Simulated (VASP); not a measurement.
# H3C5I2N (Fmm2) in VASP: further runs

The runs below take H3C5I2N through single point, relaxation of cell and atoms, with PBE+D3(BJ).

Everything below comes from runs of VASP 6.6.1. Logs are shortened: lines on timing, memory, paths and dates and some standing lists are left out, and cuts for length are marked.

## 1. The cell of the first run

It takes space group Fmm2 (No. 42, orthorhombic). Conventional cell: a = 6.735 Å, b = 17.029 Å, c = 6.136 Å, α = 90.00°, β = 90.00°, γ = 90.00°. Within 1.5 Å of H (site symmetry m) lie 1 C at 1.09 Å. Within 1.5 Å of H (site symmetry mm2) lie 1 C at 1.09 Å. C (site symmetry m) has 1 N at 1.33 Å and 1 C at 1.39 Å within 1.8 Å. Within 1.5 Å of C (site symmetry m) lie 1 H at 1.09 Å and 2 C at 1.39 Å. C (site symmetry mm2) has 1 H at 1.09 Å and 2 C at 1.39 Å within 1.5 Å. Within 2.8 Å of I (site symmetry m) lie 1 C at 2.13 Å. N (site symmetry mm2) has 2 C at 1.33 Å within 1.8 Å.

## 2. Single point, PBE+D3(BJ)

INCAR

```
SYSTEM = H3C5I2N
PREC = Accurate
ENCUT = 600
EDIFF = 1E-6
ISMEAR = 0
SIGMA = 0.02
LREAL = .False.
LASPH = .True.
NELM = 120
ALGO = Normal
ISIF = 2
LWAVE = .False.
LCHARG = .False.
GGA = PE
IVDW = 12
NBANDS = 32
GGA_COMPAT = .False.
```

KPOINTS

```
Automatic mesh
0
Gamma
  4 4 4
  0 0 0
```

POSCAR

```
H3C5I2N
1.0
    0.0000000000      8.5142575823      3.0680088565
    3.3674670929      0.0000000000      3.0680088565
    3.3674670929      8.5142575823      0.0000000000
H C I N
3 5 2 1
Direct
    0.2421927015      0.4957980496      0.5042019504
    0.4957980496      0.2421927015      0.7578072985
    0.1616270763      0.1616270763      0.8383729237
    0.6142003637      0.7475999072      0.2524000928
    0.7475999072      0.6142003637      0.3857996363
    0.3832520893      0.5248710826      0.4751289174
    0.5248710826      0.3832520893      0.6167479107
    0.3400022159      0.3400022159      0.6599977841
    0.6943789556      0.0387956443      0.9612043557
    0.0387956443      0.6943789556      0.3056210444
    0.7927819142      0.7927819142      0.2072180858
```

Potentials or basis: VASP PAW PBE potentials, release 64 (H, C, I, N).

The run is started by

```console
$ cat potpaw_PBE.64/H/POTCAR potpaw_PBE.64/C/POTCAR potpaw_PBE.64/I/POTCAR potpaw_PBE.64/N/POTCAR > POTCAR
$ mpirun -np 1 vasp_std > vasp.out
```

OUTCAR:

```text
SYSTEM = H3C5I2N
   PREC = Accurate
   ENCUT = 600
   EDIFF = 1E-6
   ISMEAR = 0
   LREAL = .False.
   LASPH = .True.
   NELM = 120
   ISIF = 2
   GGA = PE
   IVDW = 12
 IVDW          = 12

 ion  position               nearest neighbor table
   1  0.242  0.496  0.504-   6 1.09
   2  0.496  0.242  0.758-   7 1.09
   3  0.162  0.162  0.838-   8 1.09
   4  0.614  0.748  0.252-  11 1.33   6 1.39   9 2.13
   5  0.748  0.614  0.386-  11 1.33   7 1.39  10 2.13
   6  0.383  0.525  0.475-   1 1.09   4 1.39   8 1.39
   7  0.525  0.383  0.617-   2 1.09   5 1.39   8 1.39
   8  0.340  0.340  0.660-   3 1.09   6 1.39   7 1.39
   9  0.694  0.039  0.961-   4 2.13
  10  0.039  0.694  0.306-   5 2.13
  11  0.793  0.793  0.207-   4 1.33   5 1.33

  LATTYP: Found a face centered orthorhombic cell.
 ALAT       =     6.1360177130
 B/A-ratio  =     1.0976067053
 C/A-ratio  =     2.7751737301

  Lattice vectors:

 A1 = (   3.3674670929,   8.5142575823,   0.0000000000)
 A2 = (   0.0000000000,   8.5142575823,   3.0680088565)
 A3 = (   3.3674670929,   0.0000000000,   3.0680088565)

Analysis of symmetry for initial positions (statically):
=====================================================================
 Subroutine PRICEL returns:
 Original cell was already a primitive cell.

 Routine SETGRP: Setting up the symmetry group for a
 face centered orthorhombic supercell.

 Subroutine GETGRP returns: Found  4 space group operations
 (whereof  4 operations were pure point group operations)
 out of a pool of  8 trial point group operations.

The static configuration has the point symmetry C_2v.

Analysis of symmetry for dynamics (positions and initial velocities):
=====================================================================
 Subroutine PRICEL returns:
 Original cell was already a primitive cell.

 Routine SETGRP: Setting up the symmetry group for a
 face centered orthorhombic supercell.

 Subroutine GETGRP returns: Found  4 space group operations
 (whereof  4 operations were pure point group operations)
 out of a pool of  8 trial point group operations.

The dynamic configuration has the point symmetry C_2v.

 Subroutine INISYM returns: Found  4 space group operations
 (whereof  4 operations are pure point group operations),
 and found     1 'primitive' translations

----------------------------------------------------------------------------------------

                                     Primitive cell

  volume of cell :     175.9287

  direct lattice vectors                    reciprocal lattice vectors
     0.000000000  8.514257582  3.068008857    -0.148479550  0.058725026  0.162972150
     3.367467093  0.000000000  3.068008857     0.148479550 -0.058725026  0.162972150
     3.367467093  8.514257582  0.000000000     0.148479550  0.058725026 -0.162972150

  length of vectors
     9.050152514  4.555492615  9.156004412     0.228155051  0.228155051  0.228155051

  position of ions in fractional coordinates (direct lattice)
     0.242192702  0.495798050  0.504201950
     0.495798050  0.242192702  0.757807298
     0.161627076  0.161627076  0.838372924
     0.614200364  0.747599907  0.252400093
     0.747599907  0.614200364  0.385799636
     0.383252089  0.524871083  0.475128917
     0.524871083  0.383252089  0.616747911
     0.340002216  0.340002216  0.659997784
     0.694378956  0.038795644  0.961204356
     0.038795644  0.694378956  0.305621044
     0.792781914  0.792781914  0.207218086

  ion indices of the primitive-cell ions
   primitive index   ion index
                 1           1
                 2           2
                 3           3
                 4           4
                 5           5
                 6           6
                 7           7
                 8           8
                 9           9
                10          10
                11          11

----------------------------------------------------------------------------------------

 KPOINTS: Automatic mesh

Automatic generation of k-mesh.
 Grid dimensions read from file:
 generate k-points for:    4    4    4

 Generating k-lattice:

  Cartesian coordinates                     Fractional coordinates (reciprocal lattice)
    -0.037119888  0.014681257  0.040743038     0.250000000 -0.000000000 -0.000000000
     0.037119888 -0.014681257  0.040743038     0.000000000  0.250000000  0.000000000
     0.037119888  0.014681257 -0.040743038     0.000000000  0.000000000  0.250000000

  Length of vectors
     0.057038763  0.057038763  0.057038763

  Shift w.r.t. Gamma in fractional coordinates (k-lattice)
     0.000000000  0.000000000  0.000000000

 Subroutine IBZKPT returns following result:
 ===========================================

 Found     18 irreducible k-points:

 Following reciprocal coordinates:
            Coordinates               Weight
  0.000000  0.000000  0.000000      1.000000
  0.250000  0.000000  0.000000      8.000000
  0.500000  0.000000  0.000000      4.000000
  0.250000  0.250000  0.000000      2.000000
  0.500000  0.250000  0.000000      8.000000
 -0.250000  0.250000 -0.000000      4.000000
[... 10 lines left out ...]
 -0.250000  0.250000  0.500000      2.000000
  0.000000  0.500000  0.500000      1.000000
   k-points           NKPTS =     18   k-points in BZ     NKDIM =     18   number of bands    NBANDS=     32
   number of dos      NEDOS =    301   number of ions     NIONS =     11
   total plane-waves  NPLWV = 207360
   dimension x,y,z NGX =    72 NGY =   36 NGZ =   80
   dimension x,y,z NGXF=   144 NGYF=   72 NGZF=  160
   ions per type =               3   5   2   1
   NGX,Y,Z   is equivalent  to a cutoff of  13.23, 13.14, 14.53 a.u.
   NGXF,Y,Z  is equivalent  to a cutoff of  26.45, 26.28, 29.05 a.u.
 SYSTEM =  H3C5I2N
   PREC   = accura    normal or accurate (medium, high low for compatibility)
   ISTART =      0    job   : 0-new  1-cont  2-samecut
   ICHARG =      2    charge: 1-file 2-atom 10-const
   ISPIN  =      1    spin polarized calculation?
   LNONCOLLINEAR =      F non collinear calculations
   LSORBIT =      F    spin-orbit coupling
   LASPH  =      T    aspherical Exc in radial PAW
   ENCUT  =  600.0 eV  44.10 Ry    6.64 a.u.  18.08  9.10 18.29*2*pi/ulx,y,z
   NELM   =    120;   NELMIN=  2; NELMDL= -5     # of ELM steps
   EDIFF  = 0.1E-05   stopping-criterion for ELM
[... 12 lines left out ...]
   EMIN   =  10.00;   EMAX   =-10.00  energy-range for DOS
   EFERMI =   0.00;   METHOD = LEGACY
   ISMEAR =     0;   SIGMA  =   0.02  broadening in eV -4-tet -1-fermi 0-gaus
   EFERMI_NEDOS =   21; number of points for ismear=-14 and -15
   IALGO  =     38    algorithm
   IMIX   =      4    mixing-type and parameters
     AMIX     =   0.40;   BMIX     =  1.00
     AMIX_MAG =   1.60;   BMIX_MAG =  1.00
  volume/ion in A,a.u.               =      15.99       107.93
  Fermi-wavevector in a.u.,A,eV,Ry     =   1.015576  1.919160 14.032970  1.031394
  Thomas-Fermi vector in A             =   2.148870
   LORBIT       =      0    0 simple, 1 ext, 2 COOP (PROOUT), +10 PAW based schemes
   GGA     = PE    functional components
   LHFCALC =     F    Hartree Fock is set to
   AEXX    =    0.0000 exact exchange contribution
   IVDW    =    12    specifies the selected vdW correction
   LEPSILON=     F    determine dielectric tensor
   LRPA    =     F    only Hartree local field effects (RPA)
 non-spin polarized calculation
 Gauss-broadening in eV      SIGMA  =   0.02
  energy-cutoff  :      600.00
  volume of cell :      175.93
 maximum number of plane-waves:      5922
   NGX = 37   NGY = 19   NGZ = 37

 number of electron      41.9999999 magnetization

 Free energy of the ion-electron system (eV)
  ---------------------------------------------------
  ext. energy  EPLUGINS =         0.00000000
  ---------------------------------------------------
  free energy    TOTEN  =       -66.04249607 eV

  energy without entropy =      -66.04249607  energy(sigma->0) =      -66.04249607

 E-fermi :   1.3315     XC(G=0):  -8.1737

 val. band max:        1.2358807496   @ k =   0.0000   0.5000   0.5000
 cond. band min:       4.0810871633   @ k =   0.5000   0.5000   0.0000
 fundamental gap:      2.8452064137
 Fermi energy:         1.3315082061

 k-point     1 :       0.0000    0.0000    0.0000
  band No.  band energies     occupation
      1     -17.7487      2.00000
      2     -13.5387      2.00000
      3     -13.1496      2.00000
      4     -11.3209      2.00000
      5     -10.3694      2.00000
      6      -8.8159      2.00000
[... 24 lines left out ...]
     31       9.6180      0.00000
     32      10.1274      0.00000

 k-point     2 :       0.2500    0.0000    0.0000
  band No.  band energies     occupation
      1     -17.7280      2.00000
      2     -13.5902      2.00000
      3     -13.1057      2.00000
      4     -11.2296      2.00000
      5     -10.4920      2.00000
      6      -8.8125      2.00000
[... 24 lines left out ...]
     31       9.6183      0.00000
     32      10.0398      0.00000

 k-point     3 :       0.5000    0.0000    0.0000
  band No.  band energies     occupation
      1     -17.7069      2.00000
      2     -13.6417      2.00000
      3     -13.0585      2.00000
      4     -11.1269      2.00000
      5     -10.6180      2.00000
      6      -8.8105      2.00000
[... 24 lines left out ...]
     31       9.6445      0.00000
     32      10.0218      0.00000

 k-point     4 :       0.2500    0.2500    0.0000
  band No.  band energies     occupation
      1     -17.7076      2.00000
      2     -13.6397      2.00000
      3     -13.0549      2.00000
      4     -11.1717      2.00000
      5     -10.5799      2.00000
      6      -8.7756      2.00000
[... 24 lines left out ...]
     31       9.8361      0.00000
     32       9.8554      0.00000

 k-point     5 :       0.5000    0.2500    0.0000
  band No.  band energies     occupation
      1     -17.6960      2.00000
      2     -13.6273      2.00000
      3     -13.0355      2.00000
      4     -11.0656      2.00000
      5     -10.5949      2.00000
      6      -8.8437      2.00000
[... 374 lines left out ...]
     31       9.6701      0.00000
     32       9.7665      0.00000

 k-point    16 :       0.5000    0.0000    0.5000
  band No.  band energies     occupation
      1     -17.7482      2.00000
      2     -13.5376      2.00000
      3     -13.1921      2.00000
      4     -11.0801      2.00000
      5     -10.5279      2.00000
      6      -8.9769      2.00000
[... 24 lines left out ...]
     31       9.7336      0.00000
     32      10.3776      0.00000

 k-point    17 :      -0.2500    0.2500    0.5000
  band No.  band energies     occupation
      1     -17.7075      2.00000
      2     -13.6391      2.00000
      3     -13.0679      2.00000
      4     -11.0814      2.00000
      5     -10.6478      2.00000
      6      -8.8319      2.00000
[... 24 lines left out ...]
     31       9.5896      0.00000
     32       9.8926      0.00000

 k-point    18 :       0.0000    0.5000    0.5000
  band No.  band energies     occupation
      1     -17.6853      2.00000
      2     -13.6128      2.00000
      3     -12.9942      2.00000
      4     -11.0737      2.00000
      5     -10.5721      2.00000
      6      -8.8562      2.00000
[... 24 lines left out ...]
     31      10.2881      0.00000
     32      11.2229      0.00000

------------------------ aborting loop because EDIFF is reached ----------------------------------------

 Edisp (eV)   -1.40416

 E8    (eV) :    -0.4784

  FORCE on cell =-STRESS in cart. coord.  units (eV):
  Direction    XX          YY          ZZ          XY          YZ          ZX
  --------------------------------------------------------------------------------------
  -------------------------------------------------------------------------------------
  Total      -0.09921     0.09023     0.00825     0.00000     0.00000     0.00000
  in kB      -0.90351     0.82172     0.07516     0.00000     0.00000     0.00000
  external pressure =       -0.00 kB  Pullay stress =        0.00 kB

 VOLUME and BASIS-vectors are now :
 -----------------------------------------------------------------------------
  energy-cutoff  :      600.00
  volume of cell :      175.93
      direct lattice vectors                 reciprocal lattice vectors
     0.000000000  8.514257582  3.068008857    -0.148479550  0.058725026  0.162972150
     3.367467093  0.000000000  3.068008857     0.148479550 -0.058725026  0.162972150
     3.367467093  8.514257582  0.000000000     0.148479550  0.058725026 -0.162972150

 POSITION                                       TOTAL-FORCE (eV/Angst)
 -----------------------------------------------------------------------------------
      3.36747      6.35500      2.26416         0.000000     -0.007685     -0.004944
      3.36747     10.67352      2.26416         0.000000      0.007685     -0.004944
      3.36747      8.51426      0.99175         0.000000     -0.000000     -0.012136
      3.36747      7.37846      4.17802         0.000000     -0.094045      0.028689
      3.36747      9.65006      4.17802         0.000000      0.094045      0.028689
      3.36747      7.30848      2.78613         0.000000     -0.041212     -0.013855
      3.36747      9.72004      2.78613         0.000000      0.041212     -0.013855
      3.36747      8.51426      2.08626         0.000000     -0.000000     -0.044029
      3.36747     14.09606      2.24939         0.000000      0.009824     -0.007266
      3.36747      2.93245      2.24939         0.000000     -0.009824     -0.007266
      3.36747      8.51426      4.86452         0.000000     -0.000000      0.050917
 -----------------------------------------------------------------------------------
    total drift:                                0.000005      0.000001      0.000085

  FREE ENERGIE OF THE ION-ELECTRON SYSTEM (eV)
  ---------------------------------------------------
  free  energy   TOTEN  =       -67.4466557356 eV

  energy  without entropy=      -67.4466557356  energy(sigma->0) =      -67.44665574
```

Run time: 4 min. Hardware: 1 thread of Intel Xeon Platinum 8259CL at 2.50GHz (Skylake/Cascade Lake), shared host; peak memory 0.51 GiB.

What came out:

| Quantity | Value |
| --- | --- |
| Free energy | -67.4467 eV |
| Pressure | 0.0 GPa |
| Largest force | 0.098 eV/Å |
| Band gap on the k mesh | 2.85 eV (least direct gap 3.31 eV) |
| Dispersion energy per atom | -0.128 eV |

Forces in eV/Å, atoms in the order of the input:
```
H    0.000 -0.008 -0.005
H    0.000  0.008 -0.005
H    0.000  0.000 -0.012
C    0.000 -0.094  0.029
C    0.000  0.094  0.029
C    0.000 -0.041 -0.014
C    0.000  0.041 -0.014
C    0.000  0.000 -0.044
I    0.000  0.010 -0.007
I    0.000 -0.010 -0.007
N    0.000  0.000  0.051
```

Caveat: spin-orbit coupling is left out, which moves the levels of the heavy elements. A k mesh can miss the band edges.

## 3. Relaxation of cell and atoms, PBE+D3(BJ)

This run uses another cell than the first one, of 16.08 Å³/atom.

INCAR

```
SYSTEM = H3C5I2N
ALGO     = Normal         ! electronic algorithm
EDIFF    = 1E-7           ! SCF threshold, eV
EDIFFG   = -0.02          ! ionic threshold
ENCUT    = 600            ! plane-wave cutoff, eV
GGA      = PE             ! functional
GGA_COMPAT= .FALSE.      
IBRION   = 2              ! ionic algorithm
ISIF     = 3              ! what is computed and relaxed
ISMEAR   = 0              ! smearing method
IVDW     = 12             ! dispersion correction
LASPH    = .TRUE.         ! aspherical terms in the spheres
LCHARG   = .FALSE.        ! write CHGCAR
LREAL    = .FALSE.        ! projectors in reciprocal space
LWAVE    = .FALSE.        ! write WAVECAR
NELM     = 120            ! most SCF steps
NELMIN   = 4            
NSW      = 90             ! ionic steps
PREC     = Accurate       ! precision mode
SIGMA    = 0.02           ! smearing width, eV
```

KPOINTS

```
k-points
0
G
  4 4 4
  0 0 0
```

POSCAR

```
H3C5I2N
1.0
    0.0000000000      8.5463335287      3.0738195719
    3.3672905174      0.0000000000      3.0738195719
    3.3672905174      8.5463335287      0.0000000000
H C I N
3 5 2 1
Direct
    0.2431567329      0.4957833291      0.5042166709
    0.4957833291      0.2431567329      0.7568432671
    0.1624807277      0.1624807277      0.8375192723
    0.6143236344      0.7472287493      0.2527712507
    0.7472287493      0.6143236344      0.3856763656
    0.3837448091      0.5248224811      0.4751775189
    0.5248224811      0.3837448091      0.6162551909
    0.3403609931      0.3403609931      0.6596390069
    0.6939008602      0.0372661014      0.9627338986
    0.0372661014      0.6939008602      0.3060991398
    0.7924315818      0.7924315818      0.2075684182
```

Potentials or basis: VASP PAW PBE potentials, release 64 (H, C, I, N).

The run is started by

```console
$ cat potpaw_PBE.64/H/POTCAR potpaw_PBE.64/C/POTCAR potpaw_PBE.64/I/POTCAR potpaw_PBE.64/N/POTCAR > POTCAR
$ mpirun -np 1 vasp_std > vasp.out
```

It took 34 min on 1 thread of Intel Xeon Platinum 8259CL at 2.50GHz (Skylake/Cascade Lake), shared host; peak memory 0.66 GiB.

It converged, with:

| Quantity | Value |
| --- | --- |
| Free energy | -67.4490 eV |
| Relaxed volume | 15.75 Å³/atom |
| Relaxed cell | a = 9.027 Å, b = 4.525 Å, c = 9.128 Å, α = 74.33°, β = 28.86°, γ = 76.81° |
| Space group after relaxing (to 0.1 Å) | Fmm2 (No. 42) |
| Energy gained by relaxing | 0.2 meV/atom |
| Ionic steps | 16 |
| Pressure after relaxing | 0.0 GPa |
| Largest force after relaxing | 0.008 eV/Å |
| Band gap on the k mesh | 2.82 eV (least direct gap 3.29 eV) |
| Dispersion energy per atom | -0.130 eV |

Forces on the atoms (eV/Å):
```
H    0.000 -0.007 -0.004
H    0.000  0.007 -0.004
H    0.000  0.000 -0.006
C    0.000 -0.005  0.003
C    0.000  0.005  0.003
C    0.000  0.006  0.003
C    0.000 -0.006  0.003
C    0.000  0.000 -0.001
I    0.000  0.002  0.006
I    0.000 -0.002  0.006
N    0.000  0.000 -0.008
```

Stress tensor (GPa, compression positive):
```
 0.05  0.00  0.00
 0.00 -0.05  0.00
 0.00  0.00  0.06
```

The path:
| step | energy change (eV) | largest force (eV/Å) | pressure (GPa) | volume (Å³) |
| --- | --- | --- | --- | --- |
| 1 | 0.0000 | 0.0904 | -0.05 | 176.92 |
| 2 | 0.0002 | 0.1943 | -0.25 | 176.78 |
| 3 | -0.0003 | 0.0427 | -0.14 | 176.86 |
| 4 | -0.0006 | 0.0501 | -0.07 | 176.49 |
| 5 | -0.0006 | 0.0610 | -0.07 | 176.44 |
| 6 | -0.0008 | 0.0592 | -0.04 | 176.28 |
| 7 | -0.0010 | 0.0780 | 0.03 | 175.82 |
| 8 | -0.0012 | 0.0715 | 0.02 | 175.64 |
| 9 | -0.0017 | 0.0520 | -0.02 | 175.09 |
| 10 | -0.0016 | 0.1526 | -0.10 | 174.00 |
| 11 | -0.0018 | 0.0846 | -0.05 | 174.65 |
| 12 | -0.0021 | 0.0673 | -0.05 | 174.28 |
| 13 | -0.0023 | 0.0978 | -0.03 | 173.70 |
| 14 | -0.0025 | 0.0422 | 0.03 | 173.28 |
| 15 | -0.0025 | 0.0384 | 0.03 | 173.21 |
| 16 | -0.0026 | 0.0083 | 0.02 | 173.21 |

Final structure:
```
CELL_PARAMETERS angstrom
0.00000 8.49472 3.05273
3.33976 0.00000 3.05273
3.33976 8.49472 0.00000
ATOMIC_POSITIONS crystal
H 0.24097 0.49521 0.50479
H 0.49521 0.24097 0.75903
H 0.15971 0.15971 0.84029
C 0.61480 0.74870 0.25130
C 0.74870 0.61480 0.38520
C 0.38265 0.52469 0.47531
C 0.52469 0.38265 0.61735
C 0.33902 0.33902 0.66098
I 0.69510 0.04044 0.95956
I 0.04044 0.69510 0.30490
N 0.79422 0.79422 0.20578
```

Levels at points of the mesh, in eV from the valence-band top:
```csv
k point,band 18,band 19,band 20,band 21,band 22,band 23,band 24,band 25
"(0.00, 0.00, 0.00)",-1.00,-0.88,-0.85,-0.40,3.10,3.27,3.55,3.72
"(0.50, 0.00, 0.00)",-1.11,-0.78,-0.70,-0.48,3.26,3.48,3.74,4.04
"(0.50, 0.50, 0.00)",-1.34,-1.08,-0.97,-0.80,2.82,3.44,4.03,4.34
"(0.50, 0.00, 0.50)",-1.05,-0.90,-0.76,-0.49,3.05,3.05,3.39,4.38
"(0.00, 0.50, 0.50)",-1.52,-1.40,-1.06,0.00,3.29,3.52,3.52,4.11
```

Caveat: spin-orbit coupling is left out, which moves the levels of the heavy elements. A k mesh can miss the band edges.
